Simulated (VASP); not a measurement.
# Al2Cu (P4/mmm) in VASP: further runs

Al2Cu is run at these levels: PBEsol; tasks: electric field gradients, single point.

Everything below comes from runs of VASP 6.6.1. Logs are shortened: lines on timing, memory, paths and dates and some standing lists are left out, and cuts for length are marked.

**1. The cell of the first run**

Symmetry: P4/mmm, No. 123, tetragonal system. Conventional cell: a = 4.100 Å, b = 4.100 Å, c = 2.828 Å, α = 90.00°, β = 90.00°, γ = 90.00°. Within 3.3 Å of Al (site symmetry mmm) lie 4 Cu at 2.49 Å and 6 Al at 2.83 to 2.90 Å. Within 3.3 Å of Cu (site symmetry 4/mmm) lie 8 Al at 2.49 Å and 2 Cu at 2.83 Å.

**2. Electric field gradients, PBEsol**

Contents of INCAR:

```
SYSTEM = Al2Cu
PREC     = Accurate       ! precision mode
ENCUT    = 520            ! plane-wave cutoff, eV
EDIFF    = 1E-8           ! SCF threshold, eV
ISMEAR   = -1             ! smearing method
SIGMA    = 0.05           ! smearing width, eV
LREAL    = .FALSE.        ! projectors in reciprocal space
LASPH    = .TRUE.         ! aspherical terms in the spheres
NELM     = 100            ! most SCF steps
ALGO     = Normal         ! electronic algorithm
ISIF     = 2              ! what is computed and relaxed
LWAVE    = .FALSE.        ! write WAVECAR
LCHARG   = .FALSE.        ! write CHGCAR
GGA      = PS             ! functional
LEFG     = .TRUE.       
NBANDS   = 16             ! bands
```

Contents of KPOINTS:

```
Automatic mesh
0
G
  9 9 12
  0 0 0
```

Contents of POSCAR:

```
Al2Cu
1.0
    4.1003637640      0.0000000000      0.0000000000
    0.0000000000      4.1003637640      0.0000000000
    0.0000000000      0.0000000000      2.8275069973
Al Cu
2 1
Direct
    0.5000000000      0.0000000000      0.5000000000
    0.0000000000      0.5000000000      0.5000000000
    0.0000000000      0.0000000000      0.0000000000
```

Potentials or basis: VASP PAW PBE potentials, release 64 (Al, Cu).

The run is started by

```console
> cat potpaw_PBE.64/Al/POTCAR potpaw_PBE.64/Cu/POTCAR > POTCAR
> mpirun -np 1 vasp_std > vasp.out
```

OUTCAR:

```text
SYSTEM = Al2Cu
   PREC = Accurate
   ENCUT = 520
   EDIFF = 1E-8
   ISMEAR = -1
   LREAL = .FALSE.
   LASPH = .TRUE.
   NELM = 100
   ISIF = 2
   GGA = PS

 ion  position               nearest neighbor table
   1  0.500  0.000  0.500-   3 2.49   3 2.49   3 2.49   3 2.49   2 2.90   2 2.90   2 2.90   2 2.90

   2  0.000  0.500  0.500-   3 2.49   3 2.49   3 2.49   3 2.49   1 2.90   1 2.90   1 2.90   1 2.90

   3  0.000  0.000  0.000-   1 2.49   2 2.49   1 2.49   2 2.49   2 2.49   2 2.49   1 2.49   1 2.49

  LATTYP: Found a simple tetragonal cell.
 ALAT       =     4.1003637640
 C/A-ratio  =     0.6895746719

  Lattice vectors:

 A1 = (   4.1003637640,   0.0000000000,   0.0000000000)
 A2 = (   0.0000000000,   4.1003637640,   0.0000000000)
 A3 = (   0.0000000000,   0.0000000000,   2.8275069973)

Analysis of symmetry for initial positions (statically):
=====================================================================
 Subroutine PRICEL returns:
 Original cell was already a primitive cell.

 Routine SETGRP: Setting up the symmetry group for a
 simple tetragonal supercell.

 Subroutine GETGRP returns: Found 16 space group operations
 (whereof 16 operations were pure point group operations)
 out of a pool of 16 trial point group operations.

The static configuration has the point symmetry D_4h.

Analysis of symmetry for dynamics (positions and initial velocities):
=====================================================================
 Subroutine PRICEL returns:
 Original cell was already a primitive cell.

 Routine SETGRP: Setting up the symmetry group for a
 simple tetragonal supercell.

 Subroutine GETGRP returns: Found 16 space group operations
 (whereof 16 operations were pure point group operations)
 out of a pool of 16 trial point group operations.

The dynamic configuration has the point symmetry D_4h.

 Subroutine INISYM returns: Found 16 space group operations
 (whereof 16 operations are pure point group operations),
 and found     1 'primitive' translations

----------------------------------------------------------------------------------------

                                     Primitive cell

  volume of cell :      47.5388

  direct lattice vectors                    reciprocal lattice vectors
     4.100363764  0.000000000  0.000000000     0.243880801  0.000000000  0.000000000
     0.000000000  4.100363764  0.000000000     0.000000000  0.243880801  0.000000000
     0.000000000  0.000000000  2.827506997     0.000000000  0.000000000  0.353668444

  length of vectors
     4.100363764  4.100363764  2.827506997     0.243880801  0.243880801  0.353668444

  position of ions in fractional coordinates (direct lattice)
     0.500000000  0.000000000  0.500000000
     0.000000000  0.500000000  0.500000000
     0.000000000  0.000000000  0.000000000

  ion indices of the primitive-cell ions
   primitive index   ion index
                 1           1
                 2           2
                 3           3

----------------------------------------------------------------------------------------

 KPOINTS: Automatic mesh

Automatic generation of k-mesh.
 Grid dimensions read from file:
 generate k-points for:    9    9   12

 Generating k-lattice:

  Cartesian coordinates                     Fractional coordinates (reciprocal lattice)
     0.027097867  0.000000000  0.000000000     0.111111111  0.000000000  0.000000000
     0.000000000  0.027097867  0.000000000     0.000000000  0.111111111  0.000000000
     0.000000000  0.000000000  0.029472370     0.000000000  0.000000000  0.083333333

  Length of vectors
     0.027097867  0.027097867  0.029472370

  Shift w.r.t. Gamma in fractional coordinates (k-lattice)
     0.000000000  0.000000000  0.000000000

 Subroutine IBZKPT returns following result:
 ===========================================

 Found    105 irreducible k-points:

 Following reciprocal coordinates:
            Coordinates               Weight
  0.000000  0.000000  0.000000      1.000000
  0.111111  0.000000  0.000000      4.000000
  0.222222  0.000000  0.000000      4.000000
  0.333333  0.000000  0.000000      4.000000
  0.444444  0.000000  0.000000      4.000000
  0.111111  0.111111  0.000000      4.000000
[... 16 lines left out ...]
  0.333333  0.111111  0.083333     16.000000
  0.444444  0.111111  0.083333     16.000000
 [... further k-points ...]
   k-points           NKPTS =    105   k-points in BZ     NKDIM =    105   number of bands    NBANDS=     16
   number of dos      NEDOS =    301   number of ions     NIONS =      3
   total plane-waves  NPLWV =  21600
   dimension x,y,z NGX =    30 NGY =   30 NGZ =   24
   dimension x,y,z NGXF=    60 NGYF=   60 NGZF=   48
   ions per type =               2   1
   NGX,Y,Z   is equivalent  to a cutoff of  12.16, 12.16, 14.11 a.u.
   NGXF,Y,Z  is equivalent  to a cutoff of  24.33, 24.33, 28.22 a.u.
 SYSTEM =  Al2Cu
   PREC   = accura    normal or accurate (medium, high low for compatibility)
   ISTART =      0    job   : 0-new  1-cont  2-samecut
   ICHARG =      2    charge: 1-file 2-atom 10-const
   ISPIN  =      1    spin polarized calculation?
   LNONCOLLINEAR =      F non collinear calculations
   LSORBIT =      F    spin-orbit coupling
   LASPH  =      T    aspherical Exc in radial PAW
   ENCUT  =  520.0 eV  38.22 Ry    6.18 a.u.   7.62  7.62  5.26*2*pi/ulx,y,z
   NELM   =    100;   NELMIN=  2; NELMDL= -5     # of ELM steps
   EDIFF  = 0.1E-07   stopping-criterion for ELM
   LREAL  =      F    real-space projection
   EDIFFG = 0.1E-06   stopping-criterion for IOM
   NSW    =      0    number of steps for IOM
   IBRION =     -1    ionic relax: 0-MD 1-quasi-New 2-CG
   NFREE  =      0    steps in history (QN), initial steepest desc. (CG)
   ISIF   =      2    stress and relaxation
   ISYM   =      2    0-nonsym 1-usesym 2-fastsym
   POTIM  = 0.5000    time-step for ionic-motion
   TEBEG  =    0.0;   TEEND  =   0.0 temperature during run
   PSTRESS=    0.0 pullay stress
   NELECT =      17.0000    total number of electrons
   NUPDOWN=      -1.0000    fix difference up-down
   EMIN   =  10.00;   EMAX   =-10.00  energy-range for DOS
   EFERMI =   0.00;   METHOD = LEGACY
   ISMEAR =    -1;   SIGMA  =   0.05  broadening in eV -4-tet -1-fermi 0-gaus
   EFERMI_NEDOS =   21; number of points for ismear=-14 and -15
   IALGO  =     38    algorithm
   IMIX   =      4    mixing-type and parameters
     AMIX     =   0.40;   BMIX     =  1.00
     AMIX_MAG =   1.60;   BMIX_MAG =  1.00
  volume/ion in A,a.u.               =      15.85       106.94
  Fermi-wavevector in a.u.,A,eV,Ry     =   1.162006  2.195873 18.371370  1.350258
  Thomas-Fermi vector in A             =   2.298572
   LORBIT       =      0    0 simple, 1 ext, 2 COOP (PROOUT), +10 PAW based schemes
   GGA     = PS    functional components
   LHFCALC =     F    Hartree Fock is set to
   AEXX    =    0.0000 exact exchange contribution
   IVDW    =     0    specifies the selected vdW correction
   LEPSILON=     F    determine dielectric tensor
   LRPA    =     F    only Hartree local field effects (RPA)
 non-spin polarized calculation
  energy-cutoff  :      520.00
  volume of cell :       47.54
 maximum number of plane-waves:      1293
   NGX = 15   NGY = 15   NGZ = 11

 number of electron      16.9999984 magnetization

 Free energy of the ion-electron system (eV)
  ---------------------------------------------------
  ext. energy  EPLUGINS =         0.00000000
  ---------------------------------------------------
  free energy    TOTEN  =       -12.57117867 eV

  energy without entropy =      -12.56346295  energy(sigma->0) =      -12.56732081

 E-fermi :   7.3580     XC(G=0): -10.5865

 val. band max:        7.3298637101   @ k =   0.3333   0.1111   0.4167
 cond. band min:       7.4034207812   @ k =   0.1111   0.0000   0.4167
 fundamental gap:      0.0735570712
 Fermi energy:         7.3579785437

 k-point     1 :       0.0000    0.0000    0.0000
  band No.  band energies     occupation
      1      -3.3807      2.00000
      2       1.7512      2.00000
      3       2.2736      2.00000
      4       2.9664      2.00000
      5       3.2090      2.00000
      6       3.2090      2.00000
[... 8 lines left out ...]
     15      14.5845      0.00000
     16      20.1461      0.00000
[... 419 lines left out ...]
 k-point    24 :       0.4444    0.1111    0.0833
  band No.  band energies     occupation
      1      -1.7111      2.00000
      2      -0.1183      2.00000
      3       2.2247      2.00000
      4       2.7262      2.00000
      5       2.8982      2.00000
      6       3.1014      2.00000
[... 8 lines left out ...]
     15      17.8517      0.00000
     16      19.6759      0.00000

 [... further k-points ...]
[... 5 lines left out ...]
  --------------------------------------------------------------------------------------
  -------------------------------------------------------------------------------------
  Total        0.0679615      0.0679615      0.0455707      0.0000000      0.0000000      0.0000000
  in kB        2.2904737      2.2904737      1.5358454      0.0000000      0.0000000      0.0000000
  external PRESSURE =       2.0389309 kB  Pullay stress =       0.0000000 kB

 VOLUME and BASIS-vectors are now :
 -----------------------------------------------------------------------------
  energy-cutoff  :      520.00
  volume of cell :       47.54
      direct lattice vectors                 reciprocal lattice vectors
     4.100363764  0.000000000  0.000000000     0.243880801  0.000000000  0.000000000
     0.000000000  4.100363764  0.000000000     0.000000000  0.243880801  0.000000000
     0.000000000  0.000000000  2.827506997     0.000000000  0.000000000  0.353668444

 POSITION                                       TOTAL-FORCE (eV/Angst)
 -----------------------------------------------------------------------------------
      2.05018      0.00000      1.41375         0.000000      0.000000      0.000000
      0.00000      2.05018      1.41375         0.000000      0.000000      0.000000
      0.00000      0.00000      0.00000         0.000000      0.000000      0.000000
 -----------------------------------------------------------------------------------
    total drift:                               -0.000000     -0.000000     -0.000000

  FREE ENERGIE OF THE ION-ELECTRON SYSTEM (eV)
  ---------------------------------------------------
  free  energy   TOTEN  =       -12.5711786686 eV

  energy  without entropy=      -12.5634629463  energy(sigma->0) =      -12.56732081

 Electric field gradients (V/A^2)
---------------------------------------------------------------------
 ion       V_xx      V_yy      V_zz      V_xy      V_xz      V_yz
---------------------------------------------------------------------
   1     -22.695    26.812    -4.117     0.000    -0.000    -0.000
   2      26.812   -22.695    -4.117    -0.000    -0.000     0.000
   3      -8.632    -8.632    17.264    -0.000     0.000    -0.000
---------------------------------------------------------------------

 Electric field gradients after diagonalization (V/A^2)
 (convention: |V_zz| > |V_xx| > |V_yy|)
----------------------------------------------------------------------
 ion       V_xx      V_yy      V_zz     asymmetry (V_yy - V_xx)/ V_zz
----------------------------------------------------------------------
   1     -22.695    -4.117    26.812       0.693
   2     -22.695    -4.117    26.812       0.693
   3      -8.632    -8.632    17.264       0.000
----------------------------------------------------------------------

           NMR quadrupolar parameters

 Cq : quadrupolar parameter    Cq=e*Q*V_zz/h
 eta: asymmetry parameters     (V_yy - V_xx)/ V_zz
 Q  : nuclear electric quadrupole moment in mb (millibarn)
----------------------------------------------------------------------
 ion       Cq(MHz)       eta       Q (mb)
----------------------------------------------------------------------
   1       0.065       0.693       1.000
   2       0.065       0.693       1.000
   3       0.042       0.000       1.000
----------------------------------------------------------------------
```

Wall time 46 s (1 thread of AMD EPYC 9R45 (Zen 5), shared host); peak memory 0.18 GiB.

What came out:

| Property | Result |
| --- | --- |
| Free energy | -12.5712 eV |
| Pressure | 0.2 GPa |
| Band gap on the k mesh | zero (an odd number of electrons rules out a gap without spin polarisation) |
| Largest electric field gradient by atom | Al +26.8; Cu +17.3 V/Å² |

Stress tensor (GPa, compression positive):
```
0.23 0.00 0.00
0.00 0.23 0.00
0.00 0.00 0.15
```

Electric field gradients, principal values (V/Å²):
```
atom   least   middle  greatest (by size)
1 Al  -4.117  -22.695              26.812
2 Al  -4.117  -22.695              26.812
3 Cu  -8.632   -8.632              17.264
```

Caveat: without QUAD_EFG the Cq values of the log hold for a quadrupole moment of 1 mb, not for the nuclei; the PAW data sets were made with another functional, which shifts forces and pressure a little.

(Part 1 of 2 ends here.)
